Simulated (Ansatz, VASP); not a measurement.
ZnF2: VASP beside Ansatz

```
Zn F
1.0
     4.63059    0.00000    0.00000
     0.00000    4.63059    0.00000
     0.00000    0.00000    3.08808
Zn F
2 4
Direct
  0.00000 0.00000 0.00000
  0.50000 0.50000 0.50000
  0.30327 0.30327 0.00000
  0.19673 0.80327 0.50000
  0.69673 0.69673 0.00000
  0.80327 0.19673 0.50000
```

Alike in both runs: task single point; functional LDA; k mesh 4 × 4 × 6; no spin polarisation.

```csv
,VASP,Ansatz
version,VASP 6.6.1,Ansatz 0.2.0
potentials or method,"VASP PAW LDA potentials, release 64 (Zn, F), cutoff 600 eV","all-electron LAPW, scalar-relativistic"
occupations,"gaussian, width 0.01 eV",fixed
```

VASP gave:

* gap on the k mesh at the Fermi level (eV): 3.40
* pressure (GPa): 0.6
* traceless stress, the component that is largest in VASP (GPa): 0.24
* rms of the force components (eV/Å): 0.006

Task: Estimate Ansatz's values.

Result: gap on the k mesh at the Fermi level (eV): 3.47; pressure (GPa): -0.1; traceless stress, the component that is largest in VASP (GPa): -0.02; rms of the force components (eV/Å): 0.001.

LDA's correlation is that of Perdew and Zunger in VASP and of Perdew and Wang (1992) in Ansatz. Atom by atom the forces differ by 0.007 eV/Å (rms over components). Ansatz ran all-electron here, and VASP with PAW potentials.
